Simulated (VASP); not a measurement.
# SnO (P2_13) in VASP: single point with r2SCAN+rVV10

Aim: the single point of SnO with r2SCAN+rVV10.

All numbers are computed with VASP 6.6.1; they aren't measurements. Logs are shortened: lines on timing, memory, paths and dates and some standing lists are left out, and cuts for length are marked.

## 1. The cell of the first run

It takes space group P2_13 (No. 198, cubic). The conventional cell has a = 5.172 Å, b = 5.172 Å, c = 5.172 Å, α = 90.00°, β = 90.00°, γ = 90.00°. Sn (site symmetry 3) has 4 O at 2.02 to 2.43 Å within 2.7 Å. Within 2.7 Å of O (site symmetry 3) lie 4 Sn at 2.02 to 2.43 Å.

## 2. Single point, r2SCAN+rVV10

The input, POSCAR:

```
SnO
1.0
    5.1715587079      0.0000000000      0.0000000000
    0.0000000000      5.1715587079      0.0000000000
    0.0000000000      0.0000000000      5.1715587079
Sn O
4 4
Direct
    0.9611757748      0.5388242252      0.4611757748
    0.5388242252      0.4611757748      0.9611757748
    0.4611757748      0.9611757748      0.5388242252
    0.0388242252      0.0388242252      0.0388242252
    0.1862764540      0.3137235460      0.6862764540
    0.3137235460      0.6862764540      0.1862764540
    0.6862764540      0.1862764540      0.3137235460
    0.8137235460      0.8137235460      0.8137235460
```

The input, INCAR.step1:

```
SYSTEM = SnO
  PREC = Accurate
  ENCUT = 660
  ISMEAR = -1
  SIGMA = 0.03
  LREAL = .FALSE.
  LASPH = .TRUE.
  NELM = 120
  NBANDS = 50
  GGA = PE
  ALGO = Normal
  EDIFF = 1E-5
  LWAVE = .TRUE.
  LCHARG = .FALSE.
  GGA_COMPAT = .FALSE.
```

The input, INCAR.step2:

```
SYSTEM = SnO
  PREC = Accurate
  ENCUT = 660
  EDIFF = 1E-6
  ISMEAR = -1
  SIGMA = 0.03
  LREAL = .FALSE.
  LASPH = .TRUE.
  NELM = 120
  ALGO = Normal
  ISIF = 2
  LWAVE = .FALSE.
  LCHARG = .FALSE.
  METAGGA = R2SCAN
  LMIXTAU = .TRUE.
  LUSE_VDW = .TRUE.
  IVDW_NL = 2
  BPARAM = 11.95
  CPARAM = 0.0093
  NBANDS = 50
  ISTART = 1
  GGA_COMPAT = .FALSE.
```

The input, KPOINTS:

```
regular mesh
0
G
  4 4 4
  0 0 0
```

Potentials or basis: VASP PAW PBE potentials, release 64 (Sn_d, O).

Started as:

```console
> cat potpaw_PBE.64/Sn_d/POTCAR potpaw_PBE.64/O/POTCAR > POTCAR
> cp INCAR.step1 INCAR
> mpirun -np 1 vasp_std > vasp.out
> cp INCAR.step2 INCAR
> mpirun -np 1 vasp_std > vasp.out
```

OUTCAR:

```text
SYSTEM = SnO
   PREC = Accurate
   ENCUT = 660
   EDIFF = 1E-6
   ISMEAR = -1
   LREAL = .FALSE.
   LASPH = .TRUE.
   NELM = 120
   ISIF = 2
   METAGGA = R2SCAN
   IVDW_NL = 2
   BPARAM = 11.95
   ISTART = 1

 ion  position               nearest neighbor table
   1  0.961  0.539  0.461-   5 2.02   6 2.43   7 2.43   8 2.43   3 3.41   4 3.41   2 3.41   2 3.41
                             4 3.41   3 3.41
   2  0.539  0.461  0.961-   6 2.02   5 2.43   7 2.43   8 2.43   3 3.41   4 3.41   1 3.41   1 3.41
                             3 3.41   4 3.41
   3  0.461  0.961  0.539-   7 2.02   6 2.43   5 2.43   8 2.43   2 3.41   4 3.41   1 3.41   4 3.41
                             2 3.41   1 3.41
   4  0.039  0.039  0.039-   8 2.02   6 2.43   7 2.43   5 2.43   2 3.41   3 3.41   1 3.41   3 3.41
                             1 3.41   2 3.41
   5  0.186  0.314  0.686-   1 2.02   2 2.43   3 2.43   4 2.43
   6  0.314  0.686  0.186-   2 2.02   1 2.43   3 2.43   4 2.43
   7  0.686  0.186  0.314-   3 2.02   2 2.43   1 2.43   4 2.43
   8  0.814  0.814  0.814-   4 2.02   2 2.43   3 2.43   1 2.43

  LATTYP: Found a simple cubic cell.
 ALAT       =     5.1715587079

  Lattice vectors:

 A1 = (   5.1715587079,   0.0000000000,   0.0000000000)
 A2 = (   0.0000000000,   5.1715587079,   0.0000000000)
 A3 = (   0.0000000000,   0.0000000000,   5.1715587079)

Analysis of symmetry for initial positions (statically):
=====================================================================
 Subroutine PRICEL returns:
 Original cell was already a primitive cell.

 Routine SETGRP: Setting up the symmetry group for a
 simple cubic supercell.

 Subroutine GETGRP returns: Found 12 space group operations
 (whereof  3 operations were pure point group operations)
 out of a pool of 48 trial point group operations.

The static configuration has the point symmetry C_3 .
 The point group associated with its full space group is T   .

Analysis of symmetry for dynamics (positions and initial velocities):
=====================================================================
 Subroutine PRICEL returns:
 Original cell was already a primitive cell.

 Routine SETGRP: Setting up the symmetry group for a
 simple cubic supercell.

 Subroutine GETGRP returns: Found 12 space group operations
 (whereof  3 operations were pure point group operations)
 out of a pool of 48 trial point group operations.

The dynamic configuration has the point symmetry C_3 .
 The point group associated with its full space group is T   .

 Subroutine INISYM returns: Found 12 space group operations
 (whereof  3 operations are pure point group operations),
 and found     1 'primitive' translations

----------------------------------------------------------------------------------------

                                     Primitive cell

  volume of cell :     138.3134

  direct lattice vectors                    reciprocal lattice vectors
     5.171558708  0.000000000  0.000000000     0.193365300  0.000000000  0.000000000
     0.000000000  5.171558708  0.000000000     0.000000000  0.193365300  0.000000000
     0.000000000  0.000000000  5.171558708     0.000000000  0.000000000  0.193365300

  length of vectors
     5.171558708  5.171558708  5.171558708     0.193365300  0.193365300  0.193365300

  position of ions in fractional coordinates (direct lattice)
     0.961175775  0.538824225  0.461175775
     0.538824225  0.461175775  0.961175775
     0.461175775  0.961175775  0.538824225
     0.038824225  0.038824225  0.038824225
     0.186276454  0.313723546  0.686276454
     0.313723546  0.686276454  0.186276454
     0.686276454  0.186276454  0.313723546
     0.813723546  0.813723546  0.813723546

  ion indices of the primitive-cell ions
   primitive index   ion index
                 1           1
                 2           2
                 3           3
                 4           4
                 5           5
                 6           6
                 7           7
                 8           8

----------------------------------------------------------------------------------------

 KPOINTS: regular mesh

Automatic generation of k-mesh.
 Grid dimensions read from file:
 generate k-points for:    4    4    4

 Generating k-lattice:

  Cartesian coordinates                     Fractional coordinates (reciprocal lattice)
     0.048341325  0.000000000  0.000000000     0.250000000  0.000000000  0.000000000
     0.000000000  0.048341325  0.000000000     0.000000000  0.250000000  0.000000000
     0.000000000  0.000000000  0.048341325     0.000000000  0.000000000  0.250000000

  Length of vectors
     0.048341325  0.048341325  0.048341325

  Shift w.r.t. Gamma in fractional coordinates (k-lattice)
     0.000000000  0.000000000  0.000000000

 Subroutine IBZKPT returns following result:
 ===========================================

 Found     11 irreducible k-points:

 Following reciprocal coordinates:
            Coordinates               Weight
  0.000000  0.000000  0.000000      1.000000
  0.250000  0.000000  0.000000      6.000000
  0.500000  0.000000  0.000000      3.000000
  0.250000  0.250000  0.000000     12.000000
  0.500000  0.250000  0.000000      6.000000
 -0.250000  0.500000  0.000000      6.000000
  0.500000  0.500000  0.000000      3.000000
  0.250000  0.250000  0.250000      8.000000
  0.500000  0.250000  0.250000     12.000000
  0.500000  0.500000  0.250000      6.000000
  0.500000  0.500000  0.500000      1.000000
   k-points           NKPTS =     11   k-points in BZ     NKDIM =     11   number of bands    NBANDS=     50
   number of dos      NEDOS =    301   number of ions     NIONS =      8
   total plane-waves  NPLWV = 110592
   dimension x,y,z NGX =    48 NGY =   48 NGZ =   48
   dimension x,y,z NGXF=    96 NGYF=   96 NGZF=   96
   ions per type =               4   4
   NGX,Y,Z   is equivalent  to a cutoff of  15.43, 15.43, 15.43 a.u.
   NGXF,Y,Z  is equivalent  to a cutoff of  30.86, 30.86, 30.86 a.u.
 SYSTEM =  SnO
   PREC   = accura    normal or accurate (medium, high low for compatibility)
   ISTART =      1    job   : 0-new  1-cont  2-samecut
   ICHARG =      0    charge: 1-file 2-atom 10-const
   ISPIN  =      1    spin polarized calculation?
   LNONCOLLINEAR =      F non collinear calculations
   LSORBIT =      F    spin-orbit coupling
   LASPH  =      T    aspherical Exc in radial PAW
   ENCUT  =  660.0 eV  48.51 Ry    6.96 a.u.  10.83 10.83 10.83*2*pi/ulx,y,z
   NELM   =    120;   NELMIN=  2; NELMDL=  0     # of ELM steps
   EDIFF  = 0.1E-05   stopping-criterion for ELM
   LREAL  =      F    real-space projection
   EDIFFG = 0.1E-04   stopping-criterion for IOM
   NSW    =      0    number of steps for IOM
   IBRION =     -1    ionic relax: 0-MD 1-quasi-New 2-CG
   NFREE  =      0    steps in history (QN), initial steepest desc. (CG)
   ISIF   =      2    stress and relaxation
   ISYM   =      2    0-nonsym 1-usesym 2-fastsym
   POTIM  = 0.5000    time-step for ionic-motion
   TEBEG  =    0.0;   TEEND  =   0.0 temperature during run
   PSTRESS=    0.0 pullay stress
   NELECT =      80.0000    total number of electrons
   NUPDOWN=      -1.0000    fix difference up-down
   EMIN   =  10.00;   EMAX   =-10.00  energy-range for DOS
   EFERMI =   0.00;   METHOD = LEGACY
   ISMEAR =    -1;   SIGMA  =   0.03  broadening in eV -4-tet -1-fermi 0-gaus
   EFERMI_NEDOS =   21; number of points for ismear=-14 and -15
   IALGO  =     38    algorithm
   IMIX   =      4    mixing-type and parameters
     AMIX     =   0.40;   BMIX     =  1.00
     AMIX_MAG =   1.60;   BMIX_MAG =  1.00
  volume/ion in A,a.u.               =      17.29       116.67
  Fermi-wavevector in a.u.,A,eV,Ry     =   1.364007  2.577600 25.313857  1.860516
  Thomas-Fermi vector in A             =   2.490361
   LORBIT       =      0    0 simple, 1 ext, 2 COOP (PROOUT), +10 PAW based schemes
   METAGGA = R2SCAN    functional components
   LHFCALC =     F    Hartree Fock is set to
   AEXX    =    0.0000 exact exchange contribution
   IVDW_NL    =     2    kernel type
   BPARAM     =11.9500
   IVDW    =     0    specifies the selected vdW correction
   LEPSILON=     F    determine dielectric tensor
   LRPA    =     F    only Hartree local field effects (RPA)
 non-spin polarized calculation
  energy-cutoff  :      660.00
  volume of cell :      138.31
 maximum number of plane-waves:      5400
 NGX is ok and might be reduce to    48
   NGX = 21   NGY = 21   NGZ = 21

 number of electron      80.0000004 magnetization

 Free energy of the ion-electron system (eV)
  ---------------------------------------------------
  ext. energy  EPLUGINS =         0.00000000
  ---------------------------------------------------
  free energy    TOTEN  =      -128.60351841 eV

  energy without entropy =     -128.60351841  energy(sigma->0) =     -128.60351841

 E-fermi :   6.8092     XC(G=0): -11.1259

 val. band max:        6.0490538720   @ k =   0.2500   0.2500   0.0000
 cond. band min:       7.8416673594   @ k =   0.2500   0.2500   0.2500
 fundamental gap:      1.7926134874
 Fermi energy:         6.8091517620

 k-point     1 :       0.0000    0.0000    0.0000
  band No.  band energies     occupation
      1     -15.7074      2.00000
      2     -15.7074      2.00000
      3     -15.7074      2.00000
      4     -15.3492      2.00000
      5     -15.3492      2.00000
      6     -15.3492      2.00000
[... 42 lines left out ...]
     49      14.9430      0.00000
     50      14.9434      0.00000

 k-point     2 :       0.2500    0.0000    0.0000
  band No.  band energies     occupation
      1     -15.7167      2.00000
      2     -15.6987      2.00000
      3     -15.6413      2.00000
      4     -15.4065      2.00000
      5     -15.3431      2.00000
      6     -15.3364      2.00000
[... 469 lines left out ...]
 k-point    11 :       0.5000    0.5000    0.5000
  band No.  band energies     occupation
      1     -15.6271      2.00000
      2     -15.6271      2.00000
      3     -15.6271      2.00000
      4     -15.6271      2.00000
      5     -15.3098      2.00000
      6     -15.3098      2.00000
[... 42 lines left out ...]
     49      14.5138      0.00000
     50      14.5138      0.00000

------------------------ aborting loop because EDIFF is reached ----------------------------------------

  FORCE on cell =-STRESS in cart. coord.  units (eV):
  Direction    XX          YY          ZZ          XY          YZ          ZX
  --------------------------------------------------------------------------------------
  -------------------------------------------------------------------------------------
  Total        0.4026452      0.4026452      0.4026452     -0.0000000     -0.0000000     -0.0000000
  in kB        4.6641098      4.6641098      4.6641098     -0.0000000     -0.0000000     -0.0000000
  external PRESSURE =       4.6641098 kB  Pullay stress =       0.0000000 kB

 VOLUME and BASIS-vectors are now :
 -----------------------------------------------------------------------------
  energy-cutoff  :      660.00
  volume of cell :      138.31
      direct lattice vectors                 reciprocal lattice vectors
     5.171558708  0.000000000  0.000000000     0.193365300  0.000000000  0.000000000
     0.000000000  5.171558708  0.000000000     0.000000000  0.193365300  0.000000000
     0.000000000  0.000000000  5.171558708     0.000000000  0.000000000  0.193365300

 POSITION                                       TOTAL-FORCE (eV/Angst)
 -----------------------------------------------------------------------------------
      4.97078      2.78656      2.38500        -0.059748      0.059748     -0.059748
      2.78656      2.38500      4.97078         0.059748     -0.059748     -0.059748
      2.38500      4.97078      2.78656        -0.059748     -0.059748      0.059748
      0.20078      0.20078      0.20078         0.059748      0.059748      0.059748
      0.96334      1.62244      3.54912         0.035288     -0.035288      0.035288
      1.62244      3.54912      0.96334        -0.035288      0.035288      0.035288
      3.54912      0.96334      1.62244         0.035288      0.035288     -0.035288
      4.20822      4.20822      4.20822        -0.035288     -0.035288     -0.035288
 -----------------------------------------------------------------------------------
    total drift:                                0.000000      0.000000      0.000000

  FREE ENERGIE OF THE ION-ELECTRON SYSTEM (eV)
  ---------------------------------------------------
  free  energy   TOTEN  =      -128.6035184115 eV

  energy  without entropy=     -128.6035184115  energy(sigma->0) =     -128.60351841
```

Wall time 29 min (1 thread of Intel Xeon 8259CL, shared host); peak memory 0.79 GiB.

Results:

| Item | Value |
| --- | --- |
| Free energy | -128.6035 eV |
| Pressure | 0.5 GPa |
| Largest force | 0.103 eV/Å |
| Band gap on the k mesh | 1.79 eV (least direct gap 1.87 eV) |

Forces in eV/Å, atoms in the order of the input:
```
Sn  -0.060  0.060 -0.060
Sn   0.060 -0.060 -0.060
Sn  -0.060 -0.060  0.060
Sn   0.060  0.060  0.060
O    0.035 -0.035  0.035
O   -0.035  0.035  0.035
O    0.035  0.035 -0.035
O   -0.035 -0.035 -0.035
```

Caveat: the PAW data sets were made with another functional, which shifts forces and pressure a little; spin-orbit coupling is left out, which moves the levels of the heavy elements. A k mesh can miss the band edges.
